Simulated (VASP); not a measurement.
# Eu (Im-3m) in VASP: notebook

Runs on Eu. Level: PBE. Tasks: single point.

Everything below comes from runs of VASP 6.6.1. Logs are shortened: lines on timing, memory, paths and dates and some standing lists are left out, and cuts for length are marked.

## 1. The cell of the first run

Symmetry: Im-3m, No. 229, cubic system. The conventional cell has a = 3.312 Å, b = 3.312 Å, c = 3.312 Å, α = 90.00°, β = 90.00°, γ = 90.00°. Within 3.8 Å of Eu (site symmetry m-3m) lie 14 Eu at 2.87 to 3.31 Å.

## 2. Single point, PBE, collinear spin, ferromagnetic start (volume scaled by 0.43)

INCAR reads:

```
PREC = Accurate
ENCUT = 520
EDIFF = 1E-7
ISMEAR = -1
SIGMA = 0.05
LREAL = F
LASPH = T
NELM = 150
ALGO = Normal
ISIF = 2
LWAVE = F
LCHARG = F
ISPIN = 2
MAGMOM = 7
LORBIT = 11
LMAXMIX = 6
GGA = PE
NBANDS = 18
```

KPOINTS reads:

```
regular mesh
0
Gamma
  14 14 14
```

POSCAR reads:

```
Eu
1.0
   -1.6559643342      1.6559643342      1.6559643342
    1.6559643342     -1.6559643342      1.6559643342
    1.6559643342      1.6559643342     -1.6559643342
Eu
1
Direct
    0.0000000000      0.0000000000      0.0000000000
```

Potentials or basis: VASP PAW PBE potentials, release 64 (Eu).

Run with:

```console
cat potpaw_PBE.64/Eu/POTCAR > POTCAR
mpirun -np 1 vasp_std > vasp.out
```

OUTCAR:

```text
PREC = Accurate
   ENCUT = 520
   EDIFF = 1E-7
   ISMEAR = -1
   LREAL = F
   LASPH = T
   NELM = 150
   ISIF = 2
   ISPIN = 2
   LORBIT = 11
   GGA = PE

 ion  position               nearest neighbor table
   1  0.000  0.000  0.000-

  LATTYP: Found a body centered cubic cell.
 ALAT       =     3.3119286684

  Lattice vectors:

 A1 = (  -1.6559643342,   1.6559643342,   1.6559643342)
 A2 = (   1.6559643342,  -1.6559643342,   1.6559643342)
 A3 = (   1.6559643342,   1.6559643342,  -1.6559643342)

Analysis of symmetry for initial positions (statically):
=====================================================================
 Subroutine PRICEL returns:
 Original cell was already a primitive cell.

 Routine SETGRP: Setting up the symmetry group for a
 body centered cubic supercell.

 Subroutine GETGRP returns: Found 48 space group operations
 (whereof 48 operations were pure point group operations)
 out of a pool of 48 trial point group operations.

The static configuration has the point symmetry O_h .

Analysis of symmetry for dynamics (positions and initial velocities):
=====================================================================
 Subroutine PRICEL returns:
 Original cell was already a primitive cell.

 Routine SETGRP: Setting up the symmetry group for a
 body centered cubic supercell.

 Subroutine GETGRP returns: Found 48 space group operations
 (whereof 48 operations were pure point group operations)
 out of a pool of 48 trial point group operations.

The dynamic configuration has the point symmetry O_h .

Analysis of structural, dynamic, and magnetic symmetry:
=====================================================================
 Subroutine PRICEL returns:
 Original cell was already a primitive cell.

 Routine SETGRP: Setting up the symmetry group for a
 body centered cubic supercell.

 Subroutine GETGRP returns: Found 48 space group operations
 (whereof 48 operations were pure point group operations)
 out of a pool of 48 trial point group operations.

The overall configuration has the point symmetry O_h .

 Subroutine INISYM returns: Found 48 space group operations
 (whereof 48 operations are pure point group operations),
 and found     1 'primitive' translations

----------------------------------------------------------------------------------------

                                     Primitive cell

  volume of cell :      18.1641

  direct lattice vectors                    reciprocal lattice vectors
    -1.655964334  1.655964334  1.655964334     0.000000000  0.301938870  0.301938870
     1.655964334 -1.655964334  1.655964334     0.301938870  0.000000000  0.301938870
     1.655964334  1.655964334 -1.655964334     0.301938870  0.301938870  0.000000000

  length of vectors
     2.868214362  2.868214362  2.868214362     0.427006045  0.427006045  0.427006045

  position of ions in fractional coordinates (direct lattice)
     0.000000000  0.000000000  0.000000000

  ion indices of the primitive-cell ions
   primitive index   ion index
                 1           1

----------------------------------------------------------------------------------------

 KPOINTS: regular mesh

Automatic generation of k-mesh.
 Grid dimensions read from file:
 generate k-points for:   14   14   14

 Generating k-lattice:

  Cartesian coordinates                     Fractional coordinates (reciprocal lattice)
     0.000000000  0.021567062  0.021567062     0.071428571  0.000000000  0.000000000
     0.021567062  0.000000000  0.021567062     0.000000000  0.071428571  0.000000000
     0.021567062  0.021567062  0.000000000     0.000000000  0.000000000  0.071428571

  Length of vectors
     0.030500432  0.030500432  0.030500432

  Shift w.r.t. Gamma in fractional coordinates (k-lattice)
     0.000000000  0.000000000  0.000000000

 Subroutine IBZKPT returns following result:
 ===========================================

 Found    104 irreducible k-points:

 Following reciprocal coordinates:
            Coordinates               Weight
  0.000000  0.000000  0.000000      1.000000
  0.071429  0.000000  0.000000     12.000000
  0.142857  0.000000  0.000000     12.000000
  0.214286  0.000000  0.000000     12.000000
  0.285714  0.000000  0.000000     12.000000
  0.357143  0.000000  0.000000     12.000000
[... 16 lines left out ...]
  0.285714  0.285714  0.000000     24.000000
  0.357143  0.285714  0.000000     24.000000
 [... further k-points ...]
   k-points           NKPTS =    104   k-points in BZ     NKDIM =    104   number of bands    NBANDS=     18
   number of dos      NEDOS =    301   number of ions     NIONS =      1
   total plane-waves  NPLWV =  13824
   dimension x,y,z NGX =    24 NGY =   24 NGZ =   24
   dimension x,y,z NGXF=    48 NGYF=   48 NGZF=   48
   ions per type =               1
   NGX,Y,Z   is equivalent  to a cutoff of  13.91, 13.91, 13.91 a.u.
   NGXF,Y,Z  is equivalent  to a cutoff of  27.82, 27.82, 27.82 a.u.
 SYSTEM =  unknown system
   PREC   = accura    normal or accurate (medium, high low for compatibility)
   ISTART =      0    job   : 0-new  1-cont  2-samecut
   ICHARG =      2    charge: 1-file 2-atom 10-const
   ISPIN  =      2    spin polarized calculation?
   LNONCOLLINEAR =      F non collinear calculations
   LSORBIT =      F    spin-orbit coupling
   LASPH  =      T    aspherical Exc in radial PAW
   ENCUT  =  520.0 eV  38.22 Ry    6.18 a.u.   5.33  5.33  5.33*2*pi/ulx,y,z
   NELM   =    150;   NELMIN=  2; NELMDL= -5     # of ELM steps
   EDIFF  = 0.1E-06   stopping-criterion for ELM
   LREAL  =      F    real-space projection
   EDIFFG = 0.1E-05   stopping-criterion for IOM
   NSW    =      0    number of steps for IOM
   IBRION =     -1    ionic relax: 0-MD 1-quasi-New 2-CG
   NFREE  =      0    steps in history (QN), initial steepest desc. (CG)
   ISIF   =      2    stress and relaxation
   ISYM   =      2    0-nonsym 1-usesym 2-fastsym
   POTIM  = 0.5000    time-step for ionic-motion
   TEBEG  =    0.0;   TEEND  =   0.0 temperature during run
   PSTRESS=    0.0 pullay stress
   NELECT =      17.0000    total number of electrons
   NUPDOWN=      -1.0000    fix difference up-down
   EMIN   =  10.00;   EMAX   =-10.00  energy-range for DOS
   EFERMI =   0.00;   METHOD = LEGACY
   ISMEAR =    -1;   SIGMA  =   0.05  broadening in eV -4-tet -1-fermi 0-gaus
   EFERMI_NEDOS =   21; number of points for ismear=-14 and -15
   IALGO  =     38    algorithm
   IMIX   =      4    mixing-type and parameters
     AMIX     =   0.40;   BMIX     =  1.00
     AMIX_MAG =   1.60;   BMIX_MAG =  1.00
  volume/ion in A,a.u.               =      18.16       122.58
  Fermi-wavevector in a.u.,A,eV,Ry     =   1.601352  3.026117 34.889807  2.564328
  Thomas-Fermi vector in A             =   2.698344
   LORBIT       =     11    0 simple, 1 ext, 2 COOP (PROOUT), +10 PAW based schemes
   GGA     = PE    functional components
   LHFCALC =     F    Hartree Fock is set to
   AEXX    =    0.0000 exact exchange contribution
   IVDW    =     0    specifies the selected vdW correction
   LEPSILON=     F    determine dielectric tensor
   LRPA    =     F    only Hartree local field effects (RPA)
 spin polarized calculation
  energy-cutoff  :      520.00
  volume of cell :       18.16
 maximum number of plane-waves:       498
 NGX is ok and might be reduce to    24
   NGX = 11   NGY = 11   NGZ = 11

 number of electron      17.0000003 magnetization       7.1333788

 Free energy of the ion-electron system (eV)
  ---------------------------------------------------
  ext. energy  EPLUGINS =         0.00000000
  ---------------------------------------------------
  free energy    TOTEN  =        -9.50590827 eV

  energy without entropy =       -9.49300569  energy(sigma->0) =       -9.49945698

 E-fermi :   6.5652     XC(G=0): -12.9732

 val. band max:        6.5620275326   @ k =  -0.3571   0.3571   0.2143
 cond. band min:       6.5789329695   @ k =   0.2143   0.2143   0.1429
 fundamental gap:      0.0169054369
 Fermi energy:         6.5651972011

 spin component 1

 k-point     1 :       0.0000    0.0000    0.0000
  band No.  band energies     occupation
      1     -35.6415      1.00000
      2     -11.8355      1.00000
      3     -11.8355      1.00000
      4     -11.8355      1.00000
      5       2.5497      1.00000
      6       5.1604      1.00000
[... 10 lines left out ...]
     17      12.6508      0.00000
     18      20.7705      0.00000

 k-point     2 :       0.0714    0.0000    0.0000
  band No.  band energies     occupation
      1     -35.6007      1.00000
      2     -12.1138      1.00000
      3     -11.9105      1.00000
      4     -11.8416      1.00000
      5       2.9017      1.00000
      6       5.1291      1.00000
[... 10 lines left out ...]
     17      12.6781      0.00000
     18      21.0669      0.00000
[... 442 lines left out ...]
 k-point    24 :       0.3571    0.2857    0.0000
  band No.  band energies     occupation
      1     -34.6274      1.00000
      2     -15.3337      1.00000
      3     -14.6973      1.00000
      4     -12.4501      1.00000
      5       4.5835      1.00000
      6       5.3219      1.00000
[... 10 lines left out ...]
     17      21.0375      0.00000
     18      23.0514      0.00000

 [... further k-points ...]

 spin component 2

 k-point     1 :       0.0000    0.0000    0.0000
  band No.  band energies     occupation
      1     -32.6879      1.00000
      2      -9.3517      1.00000
      3      -9.3517      1.00000
      4      -9.3517      1.00000
      5       4.0644      1.00000
      6       9.4150      0.00000
[... 10 lines left out ...]
     17      13.8778      0.00000
     18      22.5959      0.00000

 k-point     2 :       0.0714    0.0000    0.0000
  band No.  band energies     occupation
      1     -32.6419      1.00000
      2      -9.6668      1.00000
      3      -9.4347      1.00000
      4      -9.3599      1.00000
      5       4.4413      1.00000
      6       9.0983      0.00000
[... 10 lines left out ...]
     17      13.9828      0.00000
     18      22.8683      0.00000
[... 442 lines left out ...]
 k-point    24 :       0.3571    0.2857    0.0000
  band No.  band energies     occupation
      1     -31.5226      1.00000
      2     -13.2278      1.00000
      3     -12.5335      1.00000
      4     -10.0461      1.00000
      5       6.2658      0.99750
      6       8.4478      0.00000
[... 10 lines left out ...]
     17      23.1029      0.00000
     18      24.8420      0.00000

 [... further k-points ...]
[... 5 lines left out ...]
  --------------------------------------------------------------------------------------
  -------------------------------------------------------------------------------------
  Total        5.7389749      5.7389749      5.7389749      0.0000000      0.0000000      0.0000000
  in kB      506.2114693    506.2114693    506.2114693      0.0000000      0.0000000      0.0000000
  external PRESSURE =     506.2114693 kB  Pullay stress =       0.0000000 kB

 VOLUME and BASIS-vectors are now :
 -----------------------------------------------------------------------------
  energy-cutoff  :      520.00
  volume of cell :       18.16
      direct lattice vectors                 reciprocal lattice vectors
    -1.655964334  1.655964334  1.655964334     0.000000000  0.301938870  0.301938870
     1.655964334 -1.655964334  1.655964334     0.301938870  0.000000000  0.301938870
     1.655964334  1.655964334 -1.655964334     0.301938870  0.301938870  0.000000000

 POSITION                                       TOTAL-FORCE (eV/Angst)
 -----------------------------------------------------------------------------------
      0.00000      0.00000      0.00000         0.000000      0.000000      0.000000
 -----------------------------------------------------------------------------------
    total drift:                                0.000000      0.000000     -0.000000

  FREE ENERGIE OF THE ION-ELECTRON SYSTEM (eV)
  ---------------------------------------------------
  free  energy   TOTEN  =        -9.5059082721 eV

  energy  without entropy=       -9.4930056947  energy(sigma->0) =       -9.49945698

 total charge

# of ion       s       p       d       f       tot
--------------------------------------------------
    1        2.127   5.638   1.089   6.490  15.343

 magnetization (x)

# of ion       s       p       d       f       tot
--------------------------------------------------
    1        0.024  -0.058   0.346   6.394   6.706
```

Wall time 72 s (1 thread of Intel Xeon 6975P-C, shared host); peak memory 0.2 GiB.

What came out:

```
Free energy                                           : -9.5059 eV
Pressure                                              : 50.6 GPa
Net moment                                            : 7.13 μB per cell
Site moments                                          : Eu +6.71 μB
Valence electrons inside the program's atomic spheres : Eu 15.34
```

Levels at points of the mesh, in eV from the Fermi level:
Spin up:
| k point | band 9 | band 10 | band 11 | band 12 | band 13 | band 14 | band 15 | band 16 |
| --- | --- | --- | --- | --- | --- | --- | --- | --- |
| (0.00, 0.00, 0.00) | -0.48 | -0.48 | -0.48 | -0.27 | 2.14 | 2.14 | 2.14 | 6.09 |
| (0.50, 0.00, 0.00) | -0.96 | -0.63 | -0.52 | -0.50 | -0.39 | 6.79 | 6.97 | 8.06 |
| (0.50, 0.50, 0.50) | -0.88 | -0.88 | -0.38 | -0.38 | -0.38 | 11.05 | 11.05 | 11.05 |
Spin down:
```
           k point  band 2  band 3  band 4  band 5  band 6  band 7  band 8  band 9
(0.00, 0.00, 0.00)  -15.92  -15.92  -15.92   -2.50    2.85    2.85    2.85    3.70
(0.50, 0.00, 0.00)  -20.76  -17.37  -16.09   -2.20    0.31    2.93    3.34    3.75
(0.50, 0.50, 0.50)  -19.05  -19.05  -19.05   -3.26   -3.26    3.29    3.76    3.76
```

Caveat: spin-orbit coupling is left out, which moves the levels of the heavy elements.

[end of part 1 of 2]
